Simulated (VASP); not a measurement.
# GaSb (F-43m) in VASP: notebook, part 2 of 2

VASP 6.6.1. Earlier steps stand in the parts before.

**3. Single point, PBEsol**

Contents of INCAR:

```
SYSTEM = GaSb
ALGO = Normal
EDIFF = 1E-6
ENCUT = 500
GGA = PS
GGA_COMPAT = .FALSE.
ISIF = 2
ISMEAR = 0
LASPH = .TRUE.
LCHARG = .FALSE.
LREAL = .FALSE.
LWAVE = .FALSE.
NBANDS = 16
NELM = 120
PREC = Accurate
SIGMA = 0.01
```

Contents of KPOINTS:

```
k-points
0
G
  10 10 10
  0 0 0
```

Contents of POSCAR:

```
GaSb
1.0
    0.0000000000      3.0251137357      3.0251137357
    3.0251137357      0.0000000000      3.0251137357
    3.0251137357      3.0251137357      0.0000000000
Ga Sb
1 1
Direct
    0.0000000000      0.0000000000      0.0000000000
    0.2500000000      0.2500000000      0.2500000000
```

Potentials or basis: VASP PAW PBE potentials, release 64 (Ga_d, Sb).

Launch:

```console
cat potpaw_PBE.64/Ga_d/POTCAR potpaw_PBE.64/Sb/POTCAR > POTCAR
mpirun -np 1 vasp_std > vasp.out
```

OUTCAR:

```text
SYSTEM = GaSb
   EDIFF = 1E-6
   ENCUT = 500
   GGA = PS
   ISIF = 2
   ISMEAR = 0
   LASPH = .TRUE.
   LREAL = .FALSE.
   NELM = 120
   PREC = Accurate

 ion  position               nearest neighbor table
   1  0.000  0.000  0.000-   2 2.62   2 2.62   2 2.62   2 2.62
   2  0.250  0.250  0.250-   1 2.62   1 2.62   1 2.62   1 2.62

  LATTYP: Found a face centered cubic cell.
 ALAT       =     6.0502274714

  Lattice vectors:

 A1 = (   0.0000000000,   3.0251137357,   3.0251137357)
 A2 = (   3.0251137357,   0.0000000000,   3.0251137357)
 A3 = (   3.0251137357,   3.0251137357,   0.0000000000)

Analysis of symmetry for initial positions (statically):
=====================================================================
 Subroutine PRICEL returns:
 Original cell was already a primitive cell.

 Routine SETGRP: Setting up the symmetry group for a
 face centered cubic supercell.

 Subroutine GETGRP returns: Found 24 space group operations
 (whereof 24 operations were pure point group operations)
 out of a pool of 48 trial point group operations.

The static configuration has the point symmetry T_d .

Analysis of symmetry for dynamics (positions and initial velocities):
=====================================================================
 Subroutine PRICEL returns:
 Original cell was already a primitive cell.

 Routine SETGRP: Setting up the symmetry group for a
 face centered cubic supercell.

 Subroutine GETGRP returns: Found 24 space group operations
 (whereof 24 operations were pure point group operations)
 out of a pool of 48 trial point group operations.

The dynamic configuration has the point symmetry T_d .

 Subroutine INISYM returns: Found 24 space group operations
 (whereof 24 operations are pure point group operations),
 and found     1 'primitive' translations

----------------------------------------------------------------------------------------

                                     Primitive cell

  volume of cell :      55.3675
[... 108 lines left out ...]
     AMIX     =   0.40;   BMIX     =  1.00
     AMIX_MAG =   1.60;   BMIX_MAG =  1.00
  volume/ion in A,a.u.               =      27.68       186.82
  Fermi-wavevector in a.u.,A,eV,Ry     =   1.125677  2.127222 17.240618  1.267150
  Thomas-Fermi vector in A             =   2.262356
   LORBIT       =      0    0 simple, 1 ext, 2 COOP (PROOUT), +10 PAW based schemes
   GGA     = PS    functional components
   LHFCALC =     F    Hartree Fock is set to
   AEXX    =    0.0000 exact exchange contribution
   IVDW    =     0    specifies the selected vdW correction
   LEPSILON=     F    determine dielectric tensor
   LRPA    =     F    only Hartree local field effects (RPA)
 non-spin polarized calculation
 Gauss-broadening in eV      SIGMA  =   0.01
  energy-cutoff  :      500.00
  volume of cell :       55.37
 maximum number of plane-waves:      1422
   NGX = 15   NGY = 15   NGZ = 15

 number of electron      17.9999989 magnetization

 Free energy of the ion-electron system (eV)
  ---------------------------------------------------
  ext. energy  EPLUGINS =         0.00000000
  ---------------------------------------------------
  free energy    TOTEN  =        -8.14389120 eV

  energy without entropy =       -8.14389120  energy(sigma->0) =       -8.14389120

 E-fermi :   5.1963     XC(G=0):  -9.4128

 val. band max:        5.0777717068   @ k =   0.0000   0.0000   0.0000
 cond. band min:       5.3086500092   @ k =   0.0000   0.0000   0.0000
 fundamental gap:      0.2308783023
 Fermi energy:         5.1962650904

 k-point     1 :       0.0000    0.0000    0.0000
  band No.  band energies     occupation
      1      -9.9897      2.00000
      2      -9.9897      2.00000
      3      -9.9897      2.00000
      4      -9.9340      2.00000
      5      -9.9340      2.00000
      6      -6.6641      2.00000
[... 433 lines left out ...]
      3      -9.9680      2.00000
      4      -9.9439      2.00000
      5      -9.9307      2.00000
      6      -4.9761      2.00000
[... 8 lines left out ...]
     15      15.5164      0.00000
     16      15.6081      0.00000

 [... further k-points ...]

------------------------ aborting loop because EDIFF is reached ----------------------------------------

  FORCE on cell =-STRESS in cart. coord.  units (eV):
  Direction    XX          YY          ZZ          XY          YZ          ZX
  --------------------------------------------------------------------------------------
  -------------------------------------------------------------------------------------
  Total        0.6048643      0.6048643      0.6048643      0.0000000      0.0000000     -0.0000000
  in kB       17.5030360     17.5030360     17.5030360      0.0000000      0.0000000     -0.0000000
  external PRESSURE =      17.5030360 kB  Pullay stress =       0.0000000 kB

 VOLUME and BASIS-vectors are now :
 -----------------------------------------------------------------------------
  energy-cutoff  :      500.00
  volume of cell :       55.37
      direct lattice vectors                 reciprocal lattice vectors
     0.000000000  3.025113736  3.025113736    -0.165283042  0.165283042  0.165283042
     3.025113736  0.000000000  3.025113736     0.165283042 -0.165283042  0.165283042
     3.025113736  3.025113736  0.000000000     0.165283042  0.165283042 -0.165283042

 POSITION                                       TOTAL-FORCE (eV/Angst)
 -----------------------------------------------------------------------------------
      0.00000      0.00000      0.00000         0.000000      0.000000      0.000000
      1.51256      1.51256      1.51256        -0.000000     -0.000000     -0.000000
 -----------------------------------------------------------------------------------
    total drift:                                0.000000      0.000000      0.000001

  FREE ENERGIE OF THE ION-ELECTRON SYSTEM (eV)
  ---------------------------------------------------
  free  energy   TOTEN  =        -8.1438912026 eV

  energy  without entropy=       -8.1438912026  energy(sigma->0) =       -8.14389120
```

Wall time 72 s (1 thread of AMD EPYC 7R13, shared host); peak memory 0.17 GiB.

Results:

* Free energy: -8.1439 eV
* Pressure: 1.8 GPa
* Band gap on the k mesh: 0.23 eV

Levels at points of the mesh, in eV from the valence-band top:
```csv
k point,band 5,band 6,band 7,band 8,band 9,band 10,band 11,band 12,band 13,band 14
"(0.00, 0.00, 0.00)",-15.01,-11.74,0.00,0.00,0.00,0.23,2.75,2.75,2.75,5.66
"(0.50, 0.00, 0.00)",-15.01,-10.02,-6.57,-1.21,-1.21,0.42,3.72,3.72,6.29,9.45
"(0.50, 0.50, 0.00)",-15.01,-9.14,-6.99,-2.71,-2.71,0.80,1.09,8.89,8.89,10.27
```

Caveat: the PAW data sets were made with another functional, which shifts forces and pressure a little; spin-orbit coupling is left out, which moves the levels of the heavy elements. A k mesh can miss the band edges.
